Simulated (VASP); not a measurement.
# Si6Ru (P-3m1) in VASP: relaxation of cell and atoms with PBE

Aim: the relaxation of cell and atoms of Si6Ru with PBE.

All numbers are computed with VASP 6.6.1; they aren't measurements. Logs are shortened: lines on timing, memory, paths and dates and some standing lists are left out, and cuts for length are marked.

## 1. The cell of the first run

The structure is trigonal, space group P-3m1 (No. 164). The conventional cell has a = 3.948 Å, b = 3.948 Å, c = 10.096 Å, α = 90.00°, β = 90.00°, γ = 120.00°. Within 3.2 Å of Si (site symmetry 3m) lie 3 Ru at 2.39 Å and 4 Si at 2.41 to 2.68 Å. Si (site symmetry 3m) has 4 Si at 2.40 to 2.41 Å within 3.2 Å. Within 3.1 Å of Si (site symmetry 3m) lie 4 Si at 2.38 to 2.40 Å. Within 3.2 Å of Ru (site symmetry -3m) lie 6 Si at 2.39 Å.

## 2. Relaxation of cell and atoms, PBE

File INCAR:

```
ALGO     = Normal         # electronic algorithm
EDIFF    = 1E-7           # SCF threshold, eV
EDIFFG   = -0.01          # ionic threshold
ENCUT    = 600            # plane-wave cutoff, eV
GGA      = PE             # functional
IBRION   = 2              # ionic algorithm
ISIF     = 3              # what is computed and relaxed
ISMEAR   = 0              # smearing method
LASPH    = True           # aspherical terms in the spheres
LCHARG   = False          # write CHGCAR
LREAL    = False          # projectors in reciprocal space
LWAVE    = False          # write WAVECAR
NELM     = 80             # most SCF steps
NSW      = 100            # ionic steps
PREC     = Accurate       # precision mode
SIGMA    = 0.1            # smearing width, eV
```

File KPOINTS:

```
k-points
0
Gamma
  12 12 4
```

File POSCAR:

```
Si6Ru
1.0
    3.9476860112      0.0000000000      0.0000000000
   -1.9738430056      3.4187963719      0.0000000000
    0.0000000000      0.0000000000     10.0956802249
Si Ru
6 1
Direct
    0.3333333333      0.6666666667      0.0697545124
    0.6666666667      0.3333333333      0.9302454876
    0.3333333333      0.6666666667      0.3081086844
    0.0000000000      0.0000000000      0.3822723110
    0.6666666667      0.3333333333      0.6918913156
    0.0000000000      0.0000000000      0.6177276890
    0.0000000000      0.0000000000      0.0000000000
```

Potentials or basis: VASP PAW PBE potentials, release 64 (Si, Ru_pv).

On the command line:

```console
> cat potpaw_PBE.64/Si/POTCAR potpaw_PBE.64/Ru_pv/POTCAR > POTCAR
> mpirun -np 1 vasp_std > vasp.out
```

OUTCAR:

```text
EDIFF = 1E-7
   EDIFFG = -0.01
   ENCUT = 600
   GGA = PE
   IBRION = 2
   ISIF = 3
   ISMEAR = 0
   LASPH = True
   LREAL = False
   NELM = 80
   NSW = 100
   PREC = Accurate

 ion  position               nearest neighbor table
   1  0.333  0.667  0.070-   7 2.39   7 2.39   7 2.39   3 2.41   2 2.68   2 2.68   2 2.68
   2  0.667  0.333  0.930-   7 2.39   7 2.39   7 2.39   5 2.41   1 2.68   1 2.68   1 2.68
   3  0.333  0.667  0.308-   4 2.40   4 2.40   4 2.40   1 2.41
   4  0.000  0.000  0.382-   6 2.38   3 2.40   3 2.40   3 2.40
   5  0.667  0.333  0.692-   6 2.40   6 2.40   6 2.40   2 2.41
   6  0.000  0.000  0.618-   4 2.38   5 2.40   5 2.40   5 2.40
   7  0.000  0.000  0.000-   1 2.39   2 2.39   2 2.39   1 2.39   2 2.39   1 2.39

  LATTYP: Found a hexagonal cell.
 ALAT       =     3.9476860112
 C/A-ratio  =     2.5573665677

  Lattice vectors:

 A1 = (   3.9476860112,   0.0000000000,   0.0000000000)
 A2 = (  -1.9738430056,   3.4187963719,   0.0000000000)
 A3 = (   0.0000000000,   0.0000000000,  10.0956802249)

Analysis of symmetry for initial positions (statically):
=====================================================================
 Subroutine PRICEL returns:
 Original cell was already a primitive cell.

 Routine SETGRP: Setting up the symmetry group for a
 hexagonal supercell.

 Subroutine GETGRP returns: Found 12 space group operations
 (whereof 12 operations were pure point group operations)
 out of a pool of 24 trial point group operations.

The static configuration has the point symmetry D_3d.

Analysis of symmetry for dynamics (positions and initial velocities):
=====================================================================
 Subroutine PRICEL returns:
 Original cell was already a primitive cell.

 Routine SETGRP: Setting up the symmetry group for a
 hexagonal supercell.

 Subroutine GETGRP returns: Found 12 space group operations
 (whereof 12 operations were pure point group operations)
 out of a pool of 24 trial point group operations.

The dynamic configuration has the point symmetry D_3d.

 Subroutine INISYM returns: Found 12 space group operations
 (whereof 12 operations are pure point group operations),
 and found     1 'primitive' translations

----------------------------------------------------------------------------------------

                                     Primitive cell

  volume of cell :     136.2547

  direct lattice vectors                    reciprocal lattice vectors
     3.947686011  0.000000000  0.000000000     0.253312953  0.146250301  0.000000000
    -1.973843006  3.418796372  0.000000000     0.000000000  0.292500603  0.000000000
     0.000000000  0.000000000 10.095680225     0.000000000  0.000000000  0.099052266

  length of vectors
     3.947686011  3.947686011 10.095680225     0.292500603  0.292500603  0.099052266

  position of ions in fractional coordinates (direct lattice)
     0.333333333  0.666666667  0.069754512
     0.666666667  0.333333333  0.930245488
     0.333333333  0.666666667  0.308108684
     0.000000000  0.000000000  0.382272311
     0.666666667  0.333333333  0.691891316
     0.000000000  0.000000000  0.617727689
     0.000000000  0.000000000  0.000000000

  ion indices of the primitive-cell ions
   primitive index   ion index
                 1           1
                 2           2
                 3           3
                 4           4
                 5           5
                 6           6
                 7           7

----------------------------------------------------------------------------------------

 KPOINTS: k-points

Automatic generation of k-mesh.
 Grid dimensions read from file:
 generate k-points for:   12   12    4

 Generating k-lattice:

  Cartesian coordinates                     Fractional coordinates (reciprocal lattice)
     0.021109413  0.012187525  0.000000000     0.083333333 -0.000000000  0.000000000
     0.000000000  0.024375050  0.000000000     0.000000000  0.083333333  0.000000000
     0.000000000  0.000000000  0.024763066     0.000000000  0.000000000  0.250000000

  Length of vectors
     0.024375050  0.024375050  0.024763066

  Shift w.r.t. Gamma in fractional coordinates (k-lattice)
     0.000000000  0.000000000  0.000000000

 Subroutine IBZKPT returns following result:
 ===========================================

 Found     69 irreducible k-points:

 Following reciprocal coordinates:
            Coordinates               Weight
  0.000000  0.000000  0.000000      1.000000
  0.083333  0.000000  0.000000      6.000000
  0.166667  0.000000  0.000000      6.000000
  0.250000  0.000000  0.000000      6.000000
  0.333333  0.000000  0.000000      6.000000
  0.416667  0.000000  0.000000      6.000000
[... 16 lines left out ...]
  0.166667  0.000000  0.250000      6.000000
  0.000000  0.166667  0.250000      6.000000
 [... further k-points ...]
   k-points           NKPTS =     69   k-points in BZ     NKDIM =     69   number of bands    NBANDS=     23
   number of dos      NEDOS =    301   number of ions     NIONS =      7
   total plane-waves  NPLWV =  86016
   dimension x,y,z NGX =    32 NGY =   32 NGZ =   84
   dimension x,y,z NGXF=    64 NGYF=   64 NGZF=  168
   ions per type =               6   1
   NGX,Y,Z   is equivalent  to a cutoff of  13.48, 13.48, 13.83 a.u.
   NGXF,Y,Z  is equivalent  to a cutoff of  26.95, 26.95, 27.66 a.u.
 SYSTEM =  unknown system
   PREC   = accura    normal or accurate (medium, high low for compatibility)
   ISTART =      0    job   : 0-new  1-cont  2-samecut
   ICHARG =      2    charge: 1-file 2-atom 10-const
   ISPIN  =      1    spin polarized calculation?
   LNONCOLLINEAR =      F non collinear calculations
   LSORBIT =      F    spin-orbit coupling
   LASPH  =      T    aspherical Exc in radial PAW
   ENCUT  =  600.0 eV  44.10 Ry    6.64 a.u.   7.88  7.88 20.16*2*pi/ulx,y,z
   NELM   =     80;   NELMIN=  2; NELMDL= -5     # of ELM steps
   EDIFF  = 0.1E-06   stopping-criterion for ELM
   LREAL  =      F    real-space projection
   EDIFFG = -.1E-01   stopping-criterion for IOM
   NSW    =    100    number of steps for IOM
   IBRION =      2    ionic relax: 0-MD 1-quasi-New 2-CG
   NFREE  =      1    steps in history (QN), initial steepest desc. (CG)
   ISIF   =      3    stress and relaxation
   ISYM   =      2    0-nonsym 1-usesym 2-fastsym
   POTIM  = 0.5000    time-step for ionic-motion
   TEBEG  =    0.0;   TEEND  =   0.0 temperature during run
   PSTRESS=    0.0 pullay stress
   NELECT =      38.0000    total number of electrons
   NUPDOWN=      -1.0000    fix difference up-down
   EMIN   =  10.00;   EMAX   =-10.00  energy-range for DOS
   EFERMI =   0.00;   METHOD = LEGACY
   ISMEAR =     0;   SIGMA  =   0.10  broadening in eV -4-tet -1-fermi 0-gaus
   EFERMI_NEDOS =   21; number of points for ismear=-14 and -15
   IALGO  =     38    algorithm
   IMIX   =      4    mixing-type and parameters
     AMIX     =   0.40;   BMIX     =  1.00
     AMIX_MAG =   1.60;   BMIX_MAG =  1.00
  volume/ion in A,a.u.               =      19.46       131.36
  Fermi-wavevector in a.u.,A,eV,Ry     =   1.069594  2.021239 15.565486  1.144031
  Thomas-Fermi vector in A             =   2.205278
   LORBIT       =      0    0 simple, 1 ext, 2 COOP (PROOUT), +10 PAW based schemes
   GGA     = PE    functional components
   LHFCALC =     F    Hartree Fock is set to
   AEXX    =    0.0000 exact exchange contribution
   IVDW    =     0    specifies the selected vdW correction
   LEPSILON=     F    determine dielectric tensor
   LRPA    =     F    only Hartree local field effects (RPA)
 conjugate gradient relaxation of ions
 non-spin polarized calculation
 Gauss-broadening in eV      SIGMA  =   0.10
  energy-cutoff  :      600.00
  volume of cell :      136.25
 maximum number of plane-waves:      4581
   NGX = 15   NGY = 15   NGZ = 41

--------------------------------------- Ionic step        1  -------------------------------------------

 number of electron      38.0000000 magnetization

 Free energy of the ion-electron system (eV)
  ---------------------------------------------------
  ext. energy  EPLUGINS =         0.00000000
  ---------------------------------------------------
  free energy    TOTEN  =       -40.72981974 eV

  energy without entropy =      -40.71606251  energy(sigma->0) =      -40.72294112

------------------------ aborting loop because EDIFF is reached ----------------------------------------

  FORCE on cell =-STRESS in cart. coord.  units (eV):
  Direction    XX          YY          ZZ          XY          YZ          ZX
  --------------------------------------------------------------------------------------
  -------------------------------------------------------------------------------------
  Total       -0.1408013     -0.1408013     -0.3344518     -0.0000000      0.0000000      0.0000000
  in kB       -1.6556402     -1.6556402     -3.9327175     -0.0000000      0.0000000      0.0000000
  external PRESSURE =      -2.4146659 kB  Pullay stress =       0.0000000 kB
[... 272 lines left out ...]
  energy  without entropy=      -40.7172077133  energy(sigma->0) =      -40.72400308

--------------------------------------- Ionic step        8  -------------------------------------------

 number of electron      37.9999999 magnetization

 Free energy of the ion-electron system (eV)
  ---------------------------------------------------
  ext. energy  EPLUGINS =         0.00000000
  ---------------------------------------------------
  free energy    TOTEN  =       -40.73081876 eV

  energy without entropy =      -40.71723944  energy(sigma->0) =      -40.72402910

 E-fermi :   6.2427     XC(G=0):  -9.8161

 val. band max:        6.2313779861   @ k =   0.1667   0.1667   0.5000
 cond. band min:       6.2510700788   @ k =   0.0000   0.2500   0.2500
 fundamental gap:      0.0196920927
 Fermi energy:         6.2426787984

 k-point     1 :       0.0000    0.0000    0.0000
  band No.  band energies     occupation
      1     -35.6514      2.00000
      2     -35.6514      2.00000
      3     -35.2235      2.00000
      4      -5.3962      2.00000
      5      -4.3702      2.00000
      6      -4.1069      2.00000
[... 613 lines left out ...]
     22       8.2843      0.00000
     23       8.8894      0.00000

 [... further k-points ...]

------------------------ aborting loop because EDIFF is reached ----------------------------------------

  FORCE on cell =-STRESS in cart. coord.  units (eV):
  Direction    XX          YY          ZZ          XY          YZ          ZX
  --------------------------------------------------------------------------------------
  -------------------------------------------------------------------------------------
  Total        0.0095988      0.0095988      0.0028296      0.0000000     -0.0000000      0.0000000
  in kB        0.1132157      0.1132157      0.0333746      0.0000000     -0.0000000      0.0000000
  external PRESSURE =       0.0866020 kB  Pullay stress =       0.0000000 kB
[... 22 lines left out ...]
  FREE ENERGIE OF THE ION-ELECTRON SYSTEM (eV)
  ---------------------------------------------------
  free  energy   TOTEN  =       -40.7308187641 eV

  energy  without entropy=      -40.7172394432  energy(sigma->0) =      -40.72402910

 reached required accuracy - stopping structural energy minimisation
```

It took 7.8 min on 1 thread of AMD EPYC 9R45 (Zen 5), shared host; peak memory 0.42 GiB.

What came out:

- Free energy: -40.7308 eV
- Relaxed volume: 19.41 Å³/atom
- Relaxed cell: a = 3.944 Å, b = 3.944 Å, c = 10.083 Å, α = 90.00°, β = 90.00°, γ = 120.00°
- Space group after relaxing (to 0.1 Å): P-3m1 (No. 164)
- Energy gained by relaxing: 0.1 meV/atom
- Ionic steps: 8
- Pressure after relaxing: 0.0 GPa
- Largest force after relaxing: 0.007 eV/Å
- Band gap on the k mesh: zero (bands 19 and 20 overlap by 2.32 eV)

Forces on the atoms (eV/Å):
```
Si   0.000  0.000  0.005
Si   0.000  0.000 -0.005
Si   0.000  0.000  0.003
Si   0.000  0.000  0.007
Si   0.000  0.000 -0.003
Si   0.000  0.000 -0.007
Ru   0.000  0.000  0.000
```

The path:
```csv
step,energy change (eV),largest force (eV/Å),pressure (GPa),volume (Å³)
1,0.0000,0.0856,-0.24,136.25
2,-0.0008,0.0262,0.13,135.68
3,-0.0008,0.0316,0.08,135.76
4,-0.0010,0.0111,-0.02,135.87
5,-0.0010,0.0111,-0.02,135.87
6,-0.0010,0.0131,0.01,135.84
7,-0.0010,0.0138,0.00,135.84
8,-0.0010,0.0075,0.01,135.84
```

Final structure:
```yaml
crystal:
  lattice:
    - [3.94413, 0.00000, 0.00000]
    - [-1.97206, 3.41572, 0.00000]
    - [0.00000, 0.00000, 10.08291]
  atoms:
    - { symbol: Si, position: [0.33333, 0.66667, 0.07043] }
    - { symbol: Si, position: [0.66667, 0.33333, 0.92957] }
    - { symbol: Si, position: [0.33333, 0.66667, 0.30807] }
    - { symbol: Si, position: [0.00000, 0.00000, 0.38207] }
    - { symbol: Si, position: [0.66667, 0.33333, 0.69193] }
    - { symbol: Si, position: [0.00000, 0.00000, 0.61793] }
    - { symbol: Ru, position: [0.00000, 0.00000, 0.00000] }
```

Levels at points of the mesh, in eV from the Fermi level:
| k point | band 17 | band 18 | band 19 | band 20 | band 21 | band 22 |
| --- | --- | --- | --- | --- | --- | --- |
| (0.00, 0.00, 0.00) | -0.46 | 0.63 | 0.87 | 1.45 | 1.60 | 2.08 |
| (0.50, 0.00, 0.00) | -1.47 | -1.03 | -0.65 | -0.22 | -0.09 | 1.03 |
| (0.00, 0.00, 0.50) | -0.65 | 0.12 | 1.08 | 2.03 | 2.07 | 2.57 |
| (0.50, 0.00, 0.50) | -1.39 | -1.14 | -1.13 | -0.75 | 0.90 | 1.18 |
